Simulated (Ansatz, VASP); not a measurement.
# One calculation of Si2Ni, two programs

File INCAR:

```
PREC     = Accurate       # precision mode
ENCUT    = 520            # plane-wave cutoff, eV
EDIFF    = 1E-6           # SCF threshold, eV
ISMEAR   = 0              # smearing method
SIGMA    = 0.014          # smearing width, eV
LREAL    = False          # projectors in reciprocal space
LASPH    = True           # aspherical terms in the spheres
NELM     = 150            # most SCF steps
ALGO     = Normal         # electronic algorithm
ISIF     = 2              # what is computed and relaxed
LWAVE    = False          # write WAVECAR
LCHARG   = False          # write CHGCAR
ISPIN    = 2              # spin polarisation
MAGMOM   = 1 0 0          # initial moments
LORBIT   = 11             # projections on sites
LMAXMIX  = 4              # l up to which the mixer works
GGA      = PE             # functional
NBANDS   = 20             # bands
```

The input KPOINTS:

```
Automatic mesh
0
Gamma
  9 9 9
```

The input POSCAR:

```
Si2Ni
1.0
    0.0000000000      2.7030000000      2.7030000000
    2.7030000000      0.0000000000      2.7030000000
    2.7030000000      2.7030000000      0.0000000000
Ni Si
1 2
Direct
    0.0000000000      0.0000000000      0.0000000000
    0.7500000000      0.7500000000      0.7500000000
    0.2500000000      0.2500000000      0.2500000000
```

input.yaml

```yaml
crystal:
  lattice:
    - [0.0, 2.703, 2.703]
    - [2.703, 0.0, 2.703]
    - [2.703, 2.703, 0.0]
  atoms:
    - { symbol: Ni, position: [0.0, 0.0, 0.0], spin: 1.0 }
    - { symbol: Si, position: [0.75, 0.75, 0.75] }
    - { symbol: Si, position: [0.25, 0.25, 0.25] }
hamiltonian:
  xc: pbe
  pseudopotentials: { kind: paw }
magnetization:
  spin_polarized: true
kpoints:
  mp_grid: { grid: [9, 9, 9] }
scf:
  occupations: { method: gaussian, width: 0.014 }
output:
  forces: true
  stress: true
  eigenvalues: true
  write_density: true
  write_potential: true
  elf: true
  volumetric_format: npy
```

Alike in both runs: task single point; functional PBE; k mesh 9 × 9 × 9; occupations gaussian, width 0.014 eV; collinear spin.

```csv
,VASP,Ansatz
version,VASP 6.6.1,Ansatz 0.2.0
potentials or method,"VASP PAW PBE potentials, release 64 (Ni, Si)",Ansatz PAW
plane-wave cutoff (eV),520,420
valence electrons in the cell,18,26
```

|  | VASP | Ansatz | Ansatz less VASP |
| --- | --- | --- | --- |
| gap on the k mesh at the Fermi level (eV) | none | none | - |
| pressure (GPa) | 3.8 | 4.0 | +0.15 |
| net moment per atom (μB) | 0.00 | 0.00 | 0.000 |

A gap of «none» marks a metal or a gap that the smearing closes. The functional is the same, so the differences come from potentials, cutoffs and numerics. VASP's potentials hold 18 valence electrons a cell and Ansatz's 26, so a difference there can come from the potentials and not from the codes.
